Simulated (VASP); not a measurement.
# Mg (Im-3m) in VASP: further runs, part 3 of 3

VASP 6.6.1.

## (5) Single point, HSE06

This run uses another cell than the first one, of 22.93 Å³/atom, 0.987 times its volume.

Input file POSCAR:

```
Mg
1.0
   -1.7896438148      1.7896438148      1.7896438148
    1.7896438148     -1.7896438148      1.7896438148
    1.7896438148      1.7896438148     -1.7896438148
Mg
1
Direct
    0.0000000000      0.0000000000      0.0000000000
```

Input file INCAR.step1:

```
SYSTEM = Mg
PREC = Accurate
ENCUT = 520
EDIFF = 1E-5
ISMEAR = -1
SIGMA = 0.1
LREAL = .False.
LASPH = .True.
NELM = 80
ALGO = Normal
ISIF = 2
LWAVE = .True.
LCHARG = .False.
GGA = PE
NBANDS = 7
```

Input file INCAR.step2:

```
SYSTEM = Mg
PREC = Accurate
ENCUT = 520
EDIFF = 1E-7
ISMEAR = -1
SIGMA = 0.1
LREAL = .False.
LASPH = .True.
NELM = 80
ALGO = Normal
ISIF = 2
LWAVE = .False.
LCHARG = .False.
GGA = PE
LHFCALC = .True.
HFSCREEN = 0.2079
PRECFOCK = Normal
ISTART = 1
NBANDS = 7
```

Input file KPOINTS:

```
Automatic mesh
0
Gamma
  6 6 6
  0 0 0
```

Potentials or basis: VASP PAW PBE potentials, release 64 (Mg).

The run is started by

```console
$ cat potpaw_PBE.64/Mg/POTCAR > POTCAR
$ cp INCAR.step1 INCAR
$ mpirun -np 1 vasp_std > vasp.out
$ cp INCAR.step2 INCAR
$ mpirun -np 1 vasp_std > vasp.out
```

OUTCAR:

```text
SYSTEM = Mg
   PREC = Accurate
   ENCUT = 520
   EDIFF = 1E-7
   ISMEAR = -1
   LREAL = .False.
   LASPH = .True.
   NELM = 80
   ISIF = 2
   GGA = PE
   LHFCALC = .True.
   HFSCREEN = 0.2079
   PRECFOCK = Normal
   ISTART = 1

 ion  position               nearest neighbor table
   1  0.000  0.000  0.000-

  LATTYP: Found a body centered cubic cell.
 ALAT       =     3.5792876296

  Lattice vectors:

 A1 = (  -1.7896438148,   1.7896438148,   1.7896438148)
 A2 = (   1.7896438148,  -1.7896438148,   1.7896438148)
 A3 = (   1.7896438148,   1.7896438148,  -1.7896438148)

Analysis of symmetry for initial positions (statically):
=====================================================================
 Subroutine PRICEL returns:
 Original cell was already a primitive cell.

 Routine SETGRP: Setting up the symmetry group for a
 body centered cubic supercell.

 Subroutine GETGRP returns: Found 48 space group operations
 (whereof 48 operations were pure point group operations)
 out of a pool of 48 trial point group operations.

The static configuration has the point symmetry O_h .

Analysis of symmetry for dynamics (positions and initial velocities):
=====================================================================
 Subroutine PRICEL returns:
 Original cell was already a primitive cell.

 Routine SETGRP: Setting up the symmetry group for a
 body centered cubic supercell.

 Subroutine GETGRP returns: Found 48 space group operations
 (whereof 48 operations were pure point group operations)
 out of a pool of 48 trial point group operations.

The dynamic configuration has the point symmetry O_h .

 Subroutine INISYM returns: Found 48 space group operations
 (whereof 48 operations are pure point group operations),
 and found     1 'primitive' translations

----------------------------------------------------------------------------------------

                                     Primitive cell

  volume of cell :      22.9277

  direct lattice vectors                    reciprocal lattice vectors
    -1.789643815  1.789643815  1.789643815     0.000000000  0.279385203  0.279385203
     1.789643815 -1.789643815  1.789643815     0.279385203  0.000000000  0.279385203
     1.789643815  1.789643815 -1.789643815     0.279385203  0.279385203  0.000000000

  length of vectors
     3.099754015  3.099754015  3.099754015     0.395110343  0.395110343  0.395110343

  position of ions in fractional coordinates (direct lattice)
     0.000000000  0.000000000  0.000000000

  ion indices of the primitive-cell ions
   primitive index   ion index
                 1           1

----------------------------------------------------------------------------------------

 KPOINTS: Automatic mesh

Automatic generation of k-mesh.
 Grid dimensions read from file:
 generate k-points for:    6    6    6

 Generating k-lattice:

  Cartesian coordinates                     Fractional coordinates (reciprocal lattice)
     0.000000000  0.046564200  0.046564200     0.166666667  0.000000000  0.000000000
     0.046564200  0.000000000  0.046564200     0.000000000  0.166666667  0.000000000
     0.046564200  0.046564200  0.000000000     0.000000000  0.000000000  0.166666667

  Length of vectors
     0.065851724  0.065851724  0.065851724

  Shift w.r.t. Gamma in fractional coordinates (k-lattice)
     0.000000000  0.000000000  0.000000000

 Subroutine IBZKPT returns following result:
 ===========================================

 Found     16 irreducible k-points:

 Following reciprocal coordinates:
            Coordinates               Weight
  0.000000  0.000000  0.000000      1.000000
  0.166667  0.000000  0.000000     12.000000
  0.333333  0.000000  0.000000     12.000000
  0.500000  0.000000  0.000000      6.000000
  0.166667  0.166667  0.000000     24.000000
  0.333333  0.166667  0.000000     48.000000
[... 8 lines left out ...]
  0.500000  0.500000  0.333333     12.000000
  0.500000  0.500000  0.500000      1.000000
   k-points           NKPTS =     16   k-points in BZ     NKDIM =    216   number of bands    NBANDS=      7
   number of dos      NEDOS =    301   number of ions     NIONS =      1
   total plane-waves  NPLWV =  13824
   dimension x,y,z NGX =    24 NGY =   24 NGZ =   24
   dimension x,y,z NGXF=    48 NGYF=   48 NGZF=   48
   ions per type =               1
   NGX,Y,Z   is equivalent  to a cutoff of  12.87, 12.87, 12.87 a.u.
   NGXF,Y,Z  is equivalent  to a cutoff of  25.74, 25.74, 25.74 a.u.
 SYSTEM =  Mg
   PREC   = accura    normal or accurate (medium, high low for compatibility)
   ISTART =      1    job   : 0-new  1-cont  2-samecut
   ICHARG =      0    charge: 1-file 2-atom 10-const
   ISPIN  =      1    spin polarized calculation?
   LNONCOLLINEAR =      F non collinear calculations
   LSORBIT =      F    spin-orbit coupling
   LASPH  =      T    aspherical Exc in radial PAW
   ENCUT  =  520.0 eV  38.22 Ry    6.18 a.u.   5.76  5.76  5.76*2*pi/ulx,y,z
   NELM   =     80;   NELMIN=  2; NELMDL=  0     # of ELM steps
   EDIFF  = 0.1E-06   stopping-criterion for ELM
   LREAL  =      F    real-space projection
   EDIFFG = 0.1E-05   stopping-criterion for IOM
   NSW    =      0    number of steps for IOM
   IBRION =     -1    ionic relax: 0-MD 1-quasi-New 2-CG
   NFREE  =      0    steps in history (QN), initial steepest desc. (CG)
   ISIF   =      2    stress and relaxation
   ISYM   =      3    0-nonsym 1-usesym 2-fastsym
   POTIM  = 0.5000    time-step for ionic-motion
   TEBEG  =    0.0;   TEEND  =   0.0 temperature during run
   PSTRESS=    0.0 pullay stress
   NELECT =       2.0000    total number of electrons
   NUPDOWN=      -1.0000    fix difference up-down
   EMIN   =  10.00;   EMAX   =-10.00  energy-range for DOS
   EFERMI =   0.00;   METHOD = LEGACY
   ISMEAR =    -1;   SIGMA  =   0.10  broadening in eV -4-tet -1-fermi 0-gaus
   EFERMI_NEDOS =   21; number of points for ismear=-14 and -15
   IALGO  =     38    algorithm
   IMIX   =      1    mixing-type and parameters
     AMIX     =   0.40;   BMIX     =  1.00
     AMIX_MAG =   1.60;   BMIX_MAG =  1.00
  volume/ion in A,a.u.               =      22.93       154.72
  Fermi-wavevector in a.u.,A,eV,Ry     =   0.726047  1.372030  7.172238  0.527145
  Thomas-Fermi vector in A             =   1.816922
   LORBIT       =      0    0 simple, 1 ext, 2 COOP (PROOUT), +10 PAW based schemes
   GGA     = PE    functional components
   LHFCALC =     T    Hartree Fock is set to
   PRECFOCK=normal    Normal, Fast or Accurate (Low or Medium for compatibility)
   ENCUT4O =  -1.0   cutoff for four orbital integrals eV
   NKREDX  =     1    reduce k-point grid by
   NKREDY  =     1    reduce k-point grid by
   NKREDZ  =     1    reduce k-point grid by
   AEXX    =    0.2500 exact exchange contribution
   HFSCREEN=    0.2079 screening length (either q_TF or 0.3 A-1)
   HFSCREENC=   0.2079 screening length for correlation (either q_TF or 0.3 A-1)
   ENCUTFOCK=  -1.0 apply spherical cutoff to Coloumb kernel
   IVDW    =     0    specifies the selected vdW correction
   LEPSILON=     F    determine dielectric tensor
   LRPA    =     F    only Hartree local field effects (RPA)
 non-spin polarized calculation
  energy-cutoff  :      520.00
  volume of cell :       22.93
 maximum number of plane-waves:       632
  NGX = 18; NGY = 18; NGZ = 18

 number of electron       2.0000000 magnetization

 Free energy of the ion-electron system (eV)
  ---------------------------------------------------
  ext. energy  EPLUGINS =         0.00000000
  ---------------------------------------------------
  free energy    TOTEN  =        -1.51023519 eV

  energy without entropy =       -1.49975832  energy(sigma->0) =       -1.50499675

 E-fermi :   2.8104     XC(G=0):  -7.0915

 val. band max:        2.3812306631   @ k =   0.5000   0.5000   0.1667
 cond. band min:       2.9985540895   @ k =   0.3333   0.3333   0.0000
 fundamental gap:      0.6173234264
 Fermi energy:         2.8103858315

 k-point     1 :       0.0000    0.0000    0.0000
  band No.  band energies     occupation
      1      -5.3950      2.00000
      2      16.5394      0.00000
      3      16.5394      0.00000
      4      16.5394      0.00000
      5      18.5437      0.00000
      6      18.5437      0.00000
      7      18.7456      0.00000
[... 141 lines left out ...]
 k-point    16 :       0.5000    0.5000    0.5000
  band No.  band energies     occupation
      1       7.7302      0.00000
      2       7.7302      0.00000
      3       7.7302      0.00000
      4       7.8541      0.00000
      5       7.8541      0.00000
      6      11.3981      0.00000
      7      26.9873      0.00000

------------------------ aborting loop because EDIFF is reached ----------------------------------------

  FORCE on cell =-STRESS in cart. coord.  units (eV):
  Direction    XX          YY          ZZ          XY          YZ          ZX
  --------------------------------------------------------------------------------------
  -------------------------------------------------------------------------------------
  Total       -0.0230007     -0.0230007     -0.0230007     -0.0000000      0.0000000     -0.0000000
  in kB       -1.6072805     -1.6072805     -1.6072805     -0.0000000      0.0000000     -0.0000000
  external PRESSURE =      -1.6072805 kB  Pullay stress =       0.0000000 kB

 VOLUME and BASIS-vectors are now :
 -----------------------------------------------------------------------------
  energy-cutoff  :      520.00
  volume of cell :       22.93
      direct lattice vectors                 reciprocal lattice vectors
    -1.789643815  1.789643815  1.789643815     0.000000000  0.279385203  0.279385203
     1.789643815 -1.789643815  1.789643815     0.279385203  0.000000000  0.279385203
     1.789643815  1.789643815 -1.789643815     0.279385203  0.279385203  0.000000000

 POSITION                                       TOTAL-FORCE (eV/Angst)
 -----------------------------------------------------------------------------------
      0.00000      0.00000      0.00000         0.000000     -0.000000      0.000000
 -----------------------------------------------------------------------------------
    total drift:                               -0.000000     -0.000000     -0.000000

  FREE ENERGIE OF THE ION-ELECTRON SYSTEM (eV)
  ---------------------------------------------------
  free  energy   TOTEN  =        -1.5102351877 eV

  energy  without entropy=       -1.4997583212  energy(sigma->0) =       -1.50499675
```

OUTCAR.step1:

```text
SYSTEM = Mg
   PREC = Accurate
   ENCUT = 520
   EDIFF = 1E-5
   ISMEAR = -1
   LREAL = .False.
[... 366 lines left out ...]
 -----------------------------------------------------------------------------------
      0.00000      0.00000      0.00000        -0.000000      0.000000      0.000000
 -----------------------------------------------------------------------------------
    total drift:                               -0.000000      0.000000     -0.000000

  FREE ENERGIE OF THE ION-ELECTRON SYSTEM (eV)
  ---------------------------------------------------
  free  energy   TOTEN  =        -1.4920852559 eV

  energy  without entropy=       -1.4802059670  energy(sigma->0) =       -1.48614561
```

OSZICAR.step1:

```text
N       E                     dE             d eps       ncg     rms          rms(c)
DAV:   1    -0.771482293289E+00   -0.77148E+00   -0.79953E+02   238   0.200E+02
DAV:   2    -0.149769724850E+01   -0.72621E+00   -0.72169E+00   315   0.119E+01
DAV:   3    -0.150034839746E+01   -0.26511E-02   -0.26511E-02   329   0.874E-01
DAV:   4    -0.150035374705E+01   -0.53496E-05   -0.53494E-05   308   0.286E-02
DAV:   5    -0.150035375681E+01   -0.97669E-08   -0.98203E-08   280   0.957E-04    0.671E-01
DAV:   6    -0.149643333355E+01    0.39204E-02   -0.29604E-04   273   0.125E-01    0.429E-01
DAV:   7    -0.149207748691E+01    0.43558E-02   -0.13561E-03   224   0.221E-01    0.245E-02
DAV:   8    -0.149208525586E+01   -0.77690E-05   -0.81649E-06   336   0.175E-02
   1 F= -.14920853E+01 E0= -.14861456E+01  d E =-.118793E-01
```

Run time: 69 s. Hardware: 1 thread of AMD EPYC 9R45 (Zen 5), shared host; peak memory 0.21 GiB.

Results:

```
Free energy            : -1.5102 eV
Pressure               : -0.2 GPa
Band gap on the k mesh : zero (band 1 reaches 7.73 eV, above the bottom of band 2 at 1.67 eV)
```

Levels at points of the mesh, in eV from the Fermi level:
| k point | band 1 | band 2 | band 3 | band 4 | band 5 | band 6 |
| --- | --- | --- | --- | --- | --- | --- |
| (0.00, 0.00, 0.00) | -8.21 | 13.73 | 13.73 | 13.73 | 15.73 | 15.73 |
| (0.50, 0.00, 0.00) | -1.90 | -1.14 | 9.19 | 9.96 | 10.79 | 12.15 |
| (0.50, 0.50, 0.50) | 4.92 | 4.92 | 4.92 | 5.04 | 5.04 | 8.59 |

Caveat: the k points lie up to 0.41 Å⁻¹ apart; the PAW data sets were made with another functional, which shifts forces and pressure a little.

## (6) Overview

```csv
task,level,spin,cell,k mesh,cutoff (eV),grid for exact exchange (PRECFOCK),screening parameter,gap on the mesh (eV),pressure (GPa)
relaxation of cell and atoms,PBE,off,"relaxed from a = 3.114 Å, angles 109.5°, 1 atom",12 × 12 × 12,600,-,-,none,0.0
single point,PBE,off,"a = 3.100 Å, angles 109.5°, 1 atom",20 × 20 × 20,520,-,-,none,-0.1
single point,PBE,"non-collinear, zero start, SOC","a = 3.100 Å, angles 109.5°, 1 atom",12 × 12 × 12,520,-,-,-,-0.1
single point,HSE06,off,"a = 3.100 Å, angles 109.5°, 1 atom",6 × 6 × 6,520,Normal,0.2079 1/Å,none,-0.2
```

Alike in all rows: potentials or basis VASP PAW PBE potentials, release 64 (Mg); smearing fermi-dirac 0.1 eV.

Caveats: some runs use coarse meshes; the PAW data sets were made with another functional, which shifts forces and pressure a little (some runs).

Absolute energies hang on the potentials; compare differences alone.
